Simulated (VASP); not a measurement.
# HfN in VASP: notebook

Runs on HfN. Level: PBE. Tasks: single point.

Program: VASP 6.6.1. These are calculated values, not measurements. Logs are shortened: lines on timing, memory, paths and dates and some standing lists are left out, and cuts for length are marked.

### 1 The cell of the first run

The structure is cubic, space group F-43m (No. 216). Conventional cell: a = 4.762 Å, b = 4.762 Å, c = 4.762 Å, α = 90.00°, β = 90.00°, γ = 90.00°. Within 2.7 Å of Hf (site symmetry -43m) lie 4 N at 2.06 Å. Within 2.7 Å of N (site symmetry -43m) lie 4 Hf at 2.06 Å.

### 2 Single point, PBE (strained and its atoms moved)

Contents of INCAR:

```
PREC = Accurate
ENCUT = 520
EDIFF = 1E-7
ISMEAR = 0
SIGMA = 0.1
LREAL = False
LASPH = True
NELM = 100
ALGO = Normal
ISIF = 2
LWAVE = False
LCHARG = False
GGA = PE
NBANDS = 14
```

Contents of KPOINTS:

```
Automatic mesh
0
Gamma
  14 14 14
```

Contents of POSCAR:

```
HfN
1.0
    0.0000000000      2.3810300507      2.3810300507
    2.3810300507      0.0000000000      2.3810300507
    2.3810300507      2.3810300507      0.0000000000
Hf N
1 1
Direct
    0.0000000000      0.0000000000      0.0000000000
    0.7500000000      0.7500000000      0.7500000000
```

Potentials or basis: VASP PAW PBE potentials, release 64 (Hf_pv, N).

Command:

```bash
cat potpaw_PBE.64/Hf_pv/POTCAR potpaw_PBE.64/N/POTCAR > POTCAR
mpirun -np 1 vasp_std > vasp.out
```

OUTCAR:

```text
PREC = Accurate
   ENCUT = 520
   EDIFF = 1E-7
   ISMEAR = 0
   LREAL = False
   LASPH = True
   NELM = 100
   ISIF = 2
   GGA = PE

 ion  position               nearest neighbor table
   1  0.000  0.000  0.000-   2 2.06   2 2.06   2 2.06   2 2.06
   2  0.750  0.750  0.750-   1 2.06   1 2.06   1 2.06   1 2.06

  LATTYP: Found a face centered cubic cell.
 ALAT       =     4.7620601014

  Lattice vectors:

 A1 = (   0.0000000000,   2.3810300507,   2.3810300507)
 A2 = (   2.3810300507,   0.0000000000,   2.3810300507)
 A3 = (   2.3810300507,   2.3810300507,   0.0000000000)

Analysis of symmetry for initial positions (statically):
=====================================================================
 Subroutine PRICEL returns:
 Original cell was already a primitive cell.

 Routine SETGRP: Setting up the symmetry group for a
 face centered cubic supercell.

 Subroutine GETGRP returns: Found 24 space group operations
 (whereof 24 operations were pure point group operations)
 out of a pool of 48 trial point group operations.

The static configuration has the point symmetry T_d .

Analysis of symmetry for dynamics (positions and initial velocities):
=====================================================================
 Subroutine PRICEL returns:
 Original cell was already a primitive cell.

 Routine SETGRP: Setting up the symmetry group for a
 face centered cubic supercell.

 Subroutine GETGRP returns: Found 24 space group operations
 (whereof 24 operations were pure point group operations)
 out of a pool of 48 trial point group operations.

The dynamic configuration has the point symmetry T_d .

 Subroutine INISYM returns: Found 24 space group operations
 (whereof 24 operations are pure point group operations),
 and found     1 'primitive' translations

----------------------------------------------------------------------------------------

                                     Primitive cell

  volume of cell :      26.9976

  direct lattice vectors                    reciprocal lattice vectors
     0.000000000  2.381030051  2.381030051    -0.209993150  0.209993150  0.209993150
     2.381030051  0.000000000  2.381030051     0.209993150 -0.209993150  0.209993150
     2.381030051  2.381030051  0.000000000     0.209993150  0.209993150 -0.209993150

  length of vectors
     3.367284990  3.367284990  3.367284990     0.363718805  0.363718805  0.363718805

  position of ions in fractional coordinates (direct lattice)
     0.000000000  0.000000000  0.000000000
     0.750000000  0.750000000  0.750000000

  ion indices of the primitive-cell ions
   primitive index   ion index
                 1           1
                 2           2

----------------------------------------------------------------------------------------

 KPOINTS: Automatic mesh

Automatic generation of k-mesh.
 Grid dimensions read from file:
 generate k-points for:   14   14   14

 Generating k-lattice:

  Cartesian coordinates                     Fractional coordinates (reciprocal lattice)
    -0.014999511  0.014999511  0.014999511     0.071428571  0.000000000  0.000000000
     0.014999511 -0.014999511  0.014999511     0.000000000  0.071428571  0.000000000
     0.014999511  0.014999511 -0.014999511     0.000000000  0.000000000  0.071428571

  Length of vectors
     0.025979915  0.025979915  0.025979915

  Shift w.r.t. Gamma in fractional coordinates (k-lattice)
     0.000000000  0.000000000  0.000000000

 Subroutine IBZKPT returns following result:
 ===========================================

 Found    104 irreducible k-points:

 Following reciprocal coordinates:
            Coordinates               Weight
  0.000000  0.000000  0.000000      1.000000
  0.071429  0.000000  0.000000      8.000000
  0.142857  0.000000  0.000000      8.000000
  0.214286  0.000000  0.000000      8.000000
  0.285714  0.000000  0.000000      8.000000
  0.357143  0.000000  0.000000      8.000000
[... 16 lines left out ...]
  0.214286  0.142857  0.000000     24.000000
  0.285714  0.142857  0.000000     24.000000
 [... further k-points ...]
   k-points           NKPTS =    104   k-points in BZ     NKDIM =    104   number of bands    NBANDS=     14
   number of dos      NEDOS =    301   number of ions     NIONS =      2
   total plane-waves  NPLWV =  21952
   dimension x,y,z NGX =    28 NGY =   28 NGZ =   28
   dimension x,y,z NGXF=    56 NGYF=   56 NGZF=   56
   ions per type =               1   1
   NGX,Y,Z   is equivalent  to a cutoff of  13.82, 13.82, 13.82 a.u.
   NGXF,Y,Z  is equivalent  to a cutoff of  27.65, 27.65, 27.65 a.u.
 SYSTEM =  unknown system
   PREC   = accura    normal or accurate (medium, high low for compatibility)
   ISTART =      0    job   : 0-new  1-cont  2-samecut
   ICHARG =      2    charge: 1-file 2-atom 10-const
   ISPIN  =      1    spin polarized calculation?
   LNONCOLLINEAR =      F non collinear calculations
   LSORBIT =      F    spin-orbit coupling
   LASPH  =      T    aspherical Exc in radial PAW
   ENCUT  =  520.0 eV  38.22 Ry    6.18 a.u.   6.26  6.26  6.26*2*pi/ulx,y,z
   NELM   =    100;   NELMIN=  2; NELMDL= -5     # of ELM steps
   EDIFF  = 0.1E-06   stopping-criterion for ELM
   LREAL  =      F    real-space projection
   EDIFFG = 0.1E-05   stopping-criterion for IOM
   NSW    =      0    number of steps for IOM
   IBRION =     -1    ionic relax: 0-MD 1-quasi-New 2-CG
   NFREE  =      0    steps in history (QN), initial steepest desc. (CG)
   ISIF   =      2    stress and relaxation
   ISYM   =      2    0-nonsym 1-usesym 2-fastsym
   POTIM  = 0.5000    time-step for ionic-motion
   TEBEG  =    0.0;   TEEND  =   0.0 temperature during run
   PSTRESS=    0.0 pullay stress
   NELECT =      15.0000    total number of electrons
   NUPDOWN=      -1.0000    fix difference up-down
   EMIN   =  10.00;   EMAX   =-10.00  energy-range for DOS
   EFERMI =   0.00;   METHOD = LEGACY
   ISMEAR =     0;   SIGMA  =   0.10  broadening in eV -4-tet -1-fermi 0-gaus
   EFERMI_NEDOS =   21; number of points for ismear=-14 and -15
   IALGO  =     38    algorithm
   IMIX   =      4    mixing-type and parameters
     AMIX     =   0.40;   BMIX     =  1.00
     AMIX_MAG =   1.60;   BMIX_MAG =  1.00
  volume/ion in A,a.u.               =      13.50        91.09
  Fermi-wavevector in a.u.,A,eV,Ry     =   1.345851  2.543290 24.644442  1.811315
  Thomas-Fermi vector in A             =   2.473731
   LORBIT       =      0    0 simple, 1 ext, 2 COOP (PROOUT), +10 PAW based schemes
   GGA     = PE    functional components
   LHFCALC =     F    Hartree Fock is set to
   AEXX    =    0.0000 exact exchange contribution
   IVDW    =     0    specifies the selected vdW correction
   LEPSILON=     F    determine dielectric tensor
   LRPA    =     F    only Hartree local field effects (RPA)
 non-spin polarized calculation
 Gauss-broadening in eV      SIGMA  =   0.10
  energy-cutoff  :      520.00
  volume of cell :       27.00
 maximum number of plane-waves:       748
 NGX is ok and might be reduce to    28
   NGX = 13   NGY = 13   NGZ = 13

 number of electron      14.9999999 magnetization

 Free energy of the ion-electron system (eV)
  ---------------------------------------------------
  ext. energy  EPLUGINS =         0.00000000
  ---------------------------------------------------
  free energy    TOTEN  =       -21.06575120 eV

  energy without entropy =      -21.06312402  energy(sigma->0) =      -21.06443761

 E-fermi :   6.5446     XC(G=0): -11.6647

 val. band max:        6.5439362403   @ k =  -0.2857   0.2857   0.0714
 cond. band min:       6.6154613075   @ k =   0.5000   0.2857   0.1429
 fundamental gap:      0.0715250672
 Fermi energy:         6.5445745749

 k-point     1 :       0.0000    0.0000    0.0000
  band No.  band energies     occupation
      1     -24.3005      2.00000
      2     -24.3005      2.00000
      3     -24.3005      2.00000
      4     -10.1397      2.00000
      5       0.6005      2.00000
      6       0.6005      2.00000
      7       0.6005      2.00000
      8       5.9880      2.00000
      9       8.9630      0.00000
     10       8.9630      0.00000
     11      13.6797      0.00000
     12      13.6797      0.00000
     13      13.6797      0.00000
     14      19.2147      0.00000

 k-point     2 :       0.0714    0.0000    0.0000
  band No.  band energies     occupation
      1     -24.3366      2.00000
      2     -24.3049      2.00000
      3     -24.3049      2.00000
      4     -10.0643      2.00000
      5       0.4865      2.00000
      6       0.6438      2.00000
      7       0.6438      2.00000
      8       6.2798      1.99982
      9       8.8563      0.00000
     10       8.8563      0.00000
     11      13.5254      0.00000
     12      13.8474      0.00000
     13      13.8474      0.00000
     14      19.2096      0.00000

 k-point     3 :       0.1429    0.0000    0.0000
  band No.  band energies     occupation
      1     -24.4362      2.00000
      2     -24.3173      2.00000
      3     -24.3173      2.00000
      4      -9.8583      2.00000
      5       0.2520      2.00000
      6       0.7613      2.00000
      7       0.7613      2.00000
      8       7.0110      0.00000
      9       8.6388      0.00000
     10       8.6388      0.00000
     11      13.1715      0.00000
     12      14.1836      0.00000
     13      14.1836      0.00000
     14      18.1561      0.00000
[... 324 lines left out ...]
 k-point    23 :       0.2143    0.1429    0.0000
  band No.  band energies     occupation
      1     -24.5312      2.00000
      2     -24.3653      2.00000
      3     -24.3615      2.00000
      4      -9.5485      2.00000
      5      -0.2073      2.00000
      6       1.0747      2.00000
      7       1.0965      2.00000
      8       7.1755      0.00000
      9       8.2084      0.00000
     10       9.3771      0.00000
     11      13.4509      0.00000
     12      13.8859      0.00000
     13      14.3431      0.00000
     14      17.9434      0.00000

 k-point    24 :       0.2857    0.1429    0.0000
  band No.  band energies     occupation
      1     -24.6542      2.00000
      2     -24.3871      2.00000
      3     -24.3836      2.00000
      4      -9.2860      2.00000
      5      -0.2622      2.00000
      6       1.2055      2.00000
      7       1.2808      2.00000
      8       7.0343      0.00000
      9       8.8237      0.00000
     10       9.4579      0.00000
     11      12.9935      0.00000
     12      13.7061      0.00000
     13      14.5079      0.00000
     14      16.6596      0.00000

 [... further k-points ...]
[... 5 lines left out ...]
  --------------------------------------------------------------------------------------
  -------------------------------------------------------------------------------------
  Total        3.5640221      3.5640221      3.5640221      0.0000000     -0.0000000      0.0000000
  in kB      211.5077786    211.5077786    211.5077786      0.0000000     -0.0000000      0.0000000
  external PRESSURE =     211.5077786 kB  Pullay stress =       0.0000000 kB

 VOLUME and BASIS-vectors are now :
 -----------------------------------------------------------------------------
  energy-cutoff  :      520.00
  volume of cell :       27.00
      direct lattice vectors                 reciprocal lattice vectors
     0.000000000  2.381030051  2.381030051    -0.209993150  0.209993150  0.209993150
     2.381030051  0.000000000  2.381030051     0.209993150 -0.209993150  0.209993150
     2.381030051  2.381030051  0.000000000     0.209993150  0.209993150 -0.209993150

 POSITION                                       TOTAL-FORCE (eV/Angst)
 -----------------------------------------------------------------------------------
      0.00000      0.00000      0.00000         0.000000     -0.000000     -0.000000
      3.57155      3.57155      3.57155        -0.000000      0.000000      0.000000
 -----------------------------------------------------------------------------------
    total drift:                                0.000000      0.000000      0.000000

  FREE ENERGIE OF THE ION-ELECTRON SYSTEM (eV)
  ---------------------------------------------------
  free  energy   TOTEN  =       -21.0657511954 eV

  energy  without entropy=      -21.0631240247  energy(sigma->0) =      -21.06443761
```

Run time: 2.2 min. Hardware: 1 thread of AMD EPYC 7R13, shared host; peak memory 0.16 GiB.

Results:

```yaml
Free_energy: -21.0658 eV
Pressure: 21.2 GPa
```

Caveat: the cell differs from its parent crystal (strained and its atoms moved); spin-orbit coupling is left out, which moves the levels of the heavy elements.

### 3 Single point, PBE (strained)

Contents of INCAR:

```
PREC = Accurate
ENCUT = 520
EDIFF = 1E-7
ISMEAR = 0
SIGMA = 0.1
LREAL = F
LASPH = T
NELM = 60
ALGO = Normal
ISIF = 2
LWAVE = F
LCHARG = T
GGA = PE
LELF = T
LVHAR = T
NBANDS = 14
```

Contents of KPOINTS:

```
regular mesh
0
Gamma
  14 14 14
```

Contents of POSCAR:

```
HfN
1.0
    0.0000000000      2.3991957335      2.3991957335
    2.3991957335      0.0000000000      2.3991957335
    2.3991957335      2.3991957335      0.0000000000
Hf N
1 1
Direct
    0.0000000000      0.0000000000      0.0000000000
    0.7500000000      0.7500000000      0.7500000000
```

Potentials or basis: VASP PAW PBE potentials, release 64 (Hf_pv, N).

Command:

```bash
cat potpaw_PBE.64/Hf_pv/POTCAR potpaw_PBE.64/N/POTCAR > POTCAR
mpirun -np 1 vasp_std > vasp.out
```

Wall time 2.3 min (1 thread of AMD EPYC 7R13, shared host); peak memory 0.16 GiB.

Results (log left out):

```yaml
Free_energy: -21.1362 eV
Pressure: 15.0 GPa
```

Levels at points of the mesh, in eV from the Fermi level:
| k point | band 3 | band 4 | band 5 | band 6 | band 7 | band 8 | band 9 | band 10 | band 11 | band 12 |
| --- | --- | --- | --- | --- | --- | --- | --- | --- | --- | --- |
| (0.00, 0.00, 0.00) | -30.92 | -16.57 | -5.83 | -5.83 | -5.83 | -0.61 | 2.37 | 2.37 | 6.99 | 6.99 |
| (0.50, 0.00, 0.00) | -31.00 | -15.34 | -5.90 | -5.18 | -5.18 | 1.61 | 2.92 | 2.92 | 4.47 | 5.63 |
| (0.50, 0.50, 0.00) | -31.13 | -14.91 | -7.33 | -3.74 | -3.74 | -1.22 | 2.35 | 4.36 | 5.01 | 5.01 |

Caveat: the cell differs from its parent crystal (strained); spin-orbit coupling is left out, which moves the levels of the heavy elements.

[end of part 1 of 2]
